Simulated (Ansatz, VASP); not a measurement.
Al: VASP beside Ansatz

```
CELL_PARAMETERS angstrom
2.80809 0.00000 0.00000
-1.40404 2.43187 0.00000
0.00000 0.00000 4.68908
ATOMIC_POSITIONS crystal
Al 0.66667 0.33333 0.75000
Al 0.33333 0.66667 0.25000
```

Alike in both runs: functional r2SCAN; k mesh 18 × 18 × 10; occupations gaussian, width 0.1 eV; no spin polarisation.

Ansatz relaxed the structure, and its values are those at the end. VASP's run is a single point on that final structure, the one shown.

|  | VASP | Ansatz |
| --- | --- | --- |
| version | VASP 6.6.1 | Ansatz 0.2.0 |
| potentials or method | VASP PAW PBE potentials, release 64 (Al), cutoff 520 eV | scalar-relativistic, plane waves, PAW |
| valence electrons in the cell | 6 | 6 |

|  | VASP | Ansatz | Ansatz less VASP |
| --- | --- | --- | --- |
| gap on the k mesh at the Fermi level (eV) | none | none | - |
| pressure (GPa) | -0.3 | 0.0 | +0.32 |

VASP's potentials were made for PBE, not for r2SCAN. A gap of «none» marks a metal or a gap that the smearing closes. The functional is the same, so the differences come from potentials, cutoffs and numerics.
